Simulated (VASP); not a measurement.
# Be5Te2 in VASP: further runs, part 3 of 3

VASP 6.6.1. Earlier steps stand in the parts before.

## (5) Single point, PBE

This run uses another cell than the first one, of 17.75 Å³/atom, 1.013 times its volume.

Contents of INCAR:

```
SYSTEM = Be5Te2
PREC = Accurate ; ENCUT = 520
EDIFF = 1E-7 ; ISMEAR = 0
SIGMA = 0.2 ; LREAL = .False.
LASPH = .True. ; NELM = 100
ALGO = Normal ; ISIF = 2
LWAVE = .False. ; LCHARG = .False.
GGA = PE ; NBANDS = 20
```

Contents of KPOINTS:

```
regular mesh
0
Gamma
  6 6 2
  0 0 0
```

Contents of POSCAR:

```
Be5Te2
1.0
    3.8390622840      0.0000000000      0.0000000000
   -1.9195311420      3.3247254646      0.0000000000
    0.0000000000      0.0000000000      9.7368611457
Be Te
5 2
Direct
    0.0000000000      1.0000000000      0.0000000000
    0.6666666667      0.3333333333      0.9916677743
    0.3333333333      0.6666666667      0.0083322257
    0.6666666667      0.3333333333      0.4193840621
    0.3333333333      0.6666666667      0.5806159379
    0.3333333333      0.6666666667      0.3184653671
    0.6666666667      0.3333333333      0.6815346329
```

Potentials or basis: VASP PAW PBE potentials, release 64 (Be, Te).

Command:

```console
$ cat potpaw_PBE.64/Be/POTCAR potpaw_PBE.64/Te/POTCAR > POTCAR
$ mpirun -np 1 vasp_std > vasp.out
```

OUTCAR:

```text
SYSTEM = Be5Te2
   PREC = Accurate
   ENCUT = 520
   EDIFF = 1E-7
   ISMEAR = 0
   LREAL = .False.
   LASPH = .True.
   NELM = 100
   ISIF = 2
   GGA = PE

 ion  position               nearest neighbor table
   1  0.000  0.000  0.000-   2 2.22   3 2.22   3 2.22   2 2.22   2 2.22   3 2.22
   2  0.667  0.333  0.992-   1 2.22   1 2.22   1 2.22   3 2.22   3 2.22   3 2.22   7 3.02
   3  0.333  0.667  0.008-   1 2.22   1 2.22   1 2.22   2 2.22   2 2.22   2 2.22   6 3.02
   4  0.667  0.333  0.419-   6 2.42   6 2.42   6 2.42   7 2.55
[... 523 lines left out ...]
  Total        0.0574287      0.0574287     -0.0326835      0.0000000      0.0000000      0.0000000
  in kB        0.7403544      0.7403544     -0.4213466      0.0000000      0.0000000      0.0000000
  external PRESSURE =       0.3531207 kB  Pullay stress =       0.0000000 kB

 VOLUME and BASIS-vectors are now :
 -----------------------------------------------------------------------------
  energy-cutoff  :      520.00
  volume of cell :      124.28
      direct lattice vectors                 reciprocal lattice vectors
     3.839062284  0.000000000  0.000000000     0.260480275  0.150388357  0.000000000
    -1.919531142  3.324725465  0.000000000     0.000000000  0.300776714  0.000000000
     0.000000000  0.000000000  9.736861146     0.000000000  0.000000000  0.102702502

 POSITION                                       TOTAL-FORCE (eV/Angst)
 -----------------------------------------------------------------------------------
      0.00000      0.00000      0.00000        -0.000000      0.000000     -0.000000
      1.91953      1.10824      9.65573        -0.000000      0.000000     -0.014575
     -0.00000      2.21648      0.08113         0.000000      0.000000      0.014575
      1.91953      1.10824      4.08348        -0.000000     -0.000000     -0.026068
     -0.00000      2.21648      5.65338        -0.000000      0.000000      0.026068
     -0.00000      2.21648      3.10085         0.000000      0.000000     -0.096546
      1.91953      1.10824      6.63601        -0.000000     -0.000000      0.096546
 -----------------------------------------------------------------------------------
    total drift:                               -0.000000      0.000000      0.000000

  FREE ENERGIE OF THE ION-ELECTRON SYSTEM (eV)
  ---------------------------------------------------
  free  energy   TOTEN  =       -23.8211415386 eV

  energy  without entropy=      -23.7992019686  energy(sigma->0) =      -23.81017175
```

OSZICAR:

```text
N       E                     dE             d eps       ncg     rms          rms(c)
DAV:   1     0.583383411800E+02    0.58338E+02   -0.83489E+03   560   0.895E+02
DAV:   2    -0.208690863848E+02   -0.79207E+02   -0.75453E+02   716   0.139E+02
DAV:   3    -0.257624595302E+02   -0.48934E+01   -0.48473E+01   748   0.357E+01
DAV:   4    -0.258421676977E+02   -0.79708E-01   -0.79539E-01   788   0.501E+00
DAV:   5    -0.258435486688E+02   -0.13810E-02   -0.13808E-02   772   0.606E-01    0.935E+00
DAV:   6    -0.241639040753E+02    0.16796E+01   -0.14503E+00   696   0.695E+00    0.524E+00
DAV:   7    -0.238074754536E+02    0.35643E+00   -0.14405E+00   704   0.552E+00    0.185E+00
DAV:   8    -0.238247225637E+02   -0.17247E-01   -0.19637E-01   716   0.190E+00    0.175E+00
DAV:   9    -0.238232278738E+02    0.14947E-02   -0.22787E-03   708   0.285E-01    0.143E+00
DAV:  10    -0.238209190674E+02    0.23088E-02   -0.10826E-02   688   0.554E-01    0.154E-01
DAV:  11    -0.238211462421E+02   -0.22717E-03   -0.23050E-03   724   0.204E-01    0.312E-01
DAV:  12    -0.238211374771E+02    0.87650E-05   -0.46122E-05   732   0.356E-02    0.190E-01
DAV:  13    -0.238211385549E+02   -0.10778E-05   -0.78065E-05   660   0.400E-02    0.335E-02
DAV:  14    -0.238211417042E+02   -0.31493E-05   -0.12703E-05   752   0.160E-02    0.389E-02
DAV:  15    -0.238211403262E+02    0.13779E-05   -0.41663E-06   660   0.979E-03    0.308E-02
DAV:  16    -0.238211413329E+02   -0.10067E-05   -0.26585E-07   680   0.275E-03    0.518E-03
DAV:  17    -0.238211415973E+02   -0.26441E-06   -0.60152E-08   396   0.116E-03    0.320E-03
DAV:  18    -0.238211415386E+02    0.58751E-07   -0.14510E-08   400   0.681E-04
   1 F= -.23821142E+02 E0= -.23810172E+02  d E =-.219396E-01
```

stdout:

```text
POSCAR found type information on POSCAR BeTe
 POSCAR found :  2 types and       7 ions
 scaLAPACK will be used
 LDA part: xc-table for (Slater+PW92), standard interpolation
 POSCAR, INCAR and KPOINTS ok, starting setup
 FFT: planning ... GRIDC
 FFT: planning ... GRID_SOFT
 FFT: planning ... GRID
 WAVECAR not read
 entering main loop
```

Run time: 50 s. Hardware: 1 thread of AMD EPYC 7R43 (Zen 3), shared host; peak memory 0.21 GiB.

What came out:

```
Free energy            : -23.8211 eV
Pressure               : 0.0 GPa
Largest force          : 0.097 eV/Å
Band gap on the k mesh : zero (band 11 reaches 7.53 eV, above the bottom of band 12 at 5.35 eV)
```

Forces in eV/Å, atoms in the order of the input:
```
Be   0.000  0.000  0.000
Be   0.000  0.000 -0.015
Be   0.000  0.000  0.015
Be   0.000  0.000 -0.026
Be   0.000  0.000  0.026
Te   0.000  0.000 -0.097
Te   0.000  0.000  0.097
```

Levels at points of the mesh, in eV from the Fermi level:
```tsv
k point	band 7	band 8	band 9	band 10	band 11	band 12	band 13	band 14	band 15	band 16
(0.00, 0.00, 0.00)	-2.24	-1.06	-1.06	0.74	1.93	1.93	1.94	1.94	2.04	2.09
(0.50, 0.00, 0.00)	-3.89	-3.40	-3.08	-2.52	-1.29	0.41	0.63	1.07	2.23	3.55
(0.00, 0.00, 0.50)	-2.24	-1.28	-1.08	-1.08	1.90	1.90	2.01	2.03	2.03	2.44
(0.50, 0.00, 0.50)	-4.16	-3.87	-3.15	-2.60	-1.17	0.97	1.38	1.54	2.15	2.38
```

Caveat: spin-orbit coupling is left out, which moves the levels of the heavy elements.

## (6) Relaxation of cell and atoms, PBE

This run uses another cell than the first one, of 15.40 Å³/atom, 0.879 times its volume.

Contents of INCAR:

```
ALGO     = Fast           # electronic algorithm
EDIFF    = 1E-7           # SCF threshold, eV
EDIFFG   = -0.08          # ionic threshold
ENCUT    = 600            # plane-wave cutoff, eV
GGA      = PE             # functional
IBRION   = 2              # ionic algorithm
ISIF     = 3              # what is computed and relaxed
ISMEAR   = 0              # smearing method
LASPH    = T              # aspherical terms in the spheres
LCHARG   = F              # write CHGCAR
LREAL    = F              # projectors in reciprocal space
LWAVE    = F              # write WAVECAR
NELM     = 100            # most SCF steps
NSW      = 36             # ionic steps
PREC     = Accurate       # precision mode
SIGMA    = 0.2            # smearing width, eV
```

Contents of KPOINTS:

```
k-points
0
Gamma
  5 5 2
```

Contents of POSCAR:

```
Be5Te2
1.0
    3.9200000000      0.0000000000      0.0000000000
   -1.9600000000      3.3948195800      0.0000000000
    0.0000000000      0.0000000000      8.1000000000
Be Te
5 2
Direct
    0.0000000000      0.0000000000      0.0000000000
    0.6666666700      0.3333333300      0.0100000000
    0.3333333300      0.6666666700      0.9900000000
    0.6666666700      0.3333333300      0.4100000000
    0.3333333300      0.6666666700      0.5900000000
    0.3333333300      0.6666666700      0.2850000000
    0.6666666700      0.3333333300      0.7150000000
```

Potentials or basis: VASP PAW PBE potentials, release 64 (Be, Te).

Command:

```console
$ cat potpaw_PBE.64/Be/POTCAR potpaw_PBE.64/Te/POTCAR > POTCAR
$ mpirun -np 1 vasp_std > vasp.out
```

Wall time 4.5 min (1 thread of AMD EPYC 7R43 (Zen 3), shared host); peak memory 0.24 GiB.

It converged, with:

- Free energy: -23.8076 eV
- Relaxed volume: 17.56 Å³/atom
- Relaxed cell: a = 3.857 Å, b = 3.857 Å, c = 9.543 Å, α = 90.00°, β = 90.00°, γ = 120.00°
- Space group after relaxing (to 0.05 Å): P-3m1 (No. 164)
- Energy gained by relaxing: 176.7 meV/atom
- Ionic steps: 11
- Pressure after relaxing: -0.4 GPa
- Largest force after relaxing: 0.039 eV/Å
- Band gap on the k mesh: zero (band 11 reaches 7.67 eV, above the bottom of band 12 at 5.78 eV)

Forces on the atoms (eV/Å):
```
Be   0.000  0.000  0.000
Be   0.000  0.000  0.009
Be   0.000  0.000 -0.009
Be   0.000  0.000  0.039
Be   0.000  0.000 -0.039
Te   0.000  0.000  0.023
Te   0.000  0.000 -0.023
```

Stress tensor (GPa, compression positive):
```
-0.37  0.00  0.00
 0.00 -0.37  0.00
 0.00  0.00 -0.47
```

Step by step:
| step | energy change (eV) | largest force (eV/Å) | pressure (GPa) | volume (Å³) |
| --- | --- | --- | --- | --- |
| 1 | 0.0000 | 1.6964 | 4.31 | 107.79 |
| 2 | -0.8716 | 0.7404 | 0.87 | 114.04 |
| 3 | -1.0355 | 0.6809 | 0.24 | 117.16 |
| 4 | -0.9856 | 0.5648 | 0.74 | 123.03 |
| 5 | -1.0666 | 0.6387 | 0.29 | 119.56 |
| 6 | -1.0677 | 0.6489 | 0.27 | 119.05 |
| 7 | -1.1513 | 0.5078 | 0.02 | 120.18 |
| 8 | -1.2070 | 0.2426 | -0.25 | 122.06 |
| 9 | -1.2334 | 0.1330 | 0.21 | 121.93 |
| 10 | -1.2347 | 0.1291 | 0.34 | 121.89 |
| 11 | -1.2366 | 0.0387 | -0.40 | 122.94 |

Final structure:
```yaml
crystal:
  lattice:
    - [3.85686, 0.00000, 0.00000]
    - [-1.92843, 3.34014, 0.00000]
    - [0.00000, 0.00000, 9.54339]
  atoms:
    - { symbol: Be, position: [0.00000, 0.00000, 0.00000] }
    - { symbol: Be, position: [0.66667, 0.33333, 0.99114] }
    - { symbol: Be, position: [0.33333, 0.66667, 0.00886] }
    - { symbol: Be, position: [0.66667, 0.33333, 0.41535] }
    - { symbol: Be, position: [0.33333, 0.66667, 0.58465] }
    - { symbol: Te, position: [0.33333, 0.66667, 0.31382] }
    - { symbol: Te, position: [0.66667, 0.33333, 0.68618] }
```

Levels at points of the mesh, in eV from the Fermi level:
| k point | band 9 | band 10 | band 11 | band 12 | band 13 | band 14 |
| --- | --- | --- | --- | --- | --- | --- |
| (0.00, 0.00, 0.00) | -1.25 | 1.08 | 1.89 | 1.89 | 1.89 | 1.89 |
| (0.00, 0.00, 0.50) | -1.27 | -1.15 | 1.82 | 1.84 | 1.84 | 2.02 |

Caveat: the k points lie up to 0.38 Å⁻¹ apart in the final cell; spin-orbit coupling is left out, which moves the levels of the heavy elements; the relaxation stopped at a loose force limit of 0.08 eV/Å, so its end isn't a converged minimum.

## (7) Summary

```csv
task,cell,k mesh,cutoff (eV),smearing,gap on the mesh (eV),pressure (GPa),largest force (eV/Å)
single point,"a = 3.837, b = 3.837, c = 9.620 Å, angles 90.0, 90.0, 120.0°, 7 atoms",6 × 6 × 2,520,gaussian 0.2 eV,none,0.1,0.04
single point,"a = 3.839, b = 3.839, c = 9.737 Å, angles 90.0, 90.0, 120.0°, 7 atoms",12 × 12 × 4,520,gaussian 0.1 eV,none,0.1,0.04
single point,"a = 3.844, b = 3.844, c = 9.396 Å, angles 90.0, 90.0, 120.0°, 7 atoms",5 × 5 × 2,520,gaussian 0.2 eV,none,0.3,0.05
single point,"a = 3.839, b = 3.839, c = 9.737 Å, angles 90.0, 90.0, 120.0°, 7 atoms",6 × 6 × 2,520,gaussian 0.2 eV,none,0.0,0.10
relaxation of cell and atoms,"relaxed from a = 3.920, b = 3.920, c = 8.100 Å, angles 90.0, 90.0, 120.0°, 7 atoms",5 × 5 × 2,600,gaussian 0.2 eV,none,-0.4,0.04
```

Alike in all rows: level PBE; potentials or basis VASP PAW PBE potentials, release 64 (Be, Te); no spin polarisation.

Caveats: some runs use coarse meshes; spin-orbit coupling is left out, which moves the levels of the heavy elements; the relaxation stopped at a loose force limit of 0.08 eV/Å, so its end isn't a converged minimum (some runs).

Absolute energies hang on the potentials; compare differences alone.
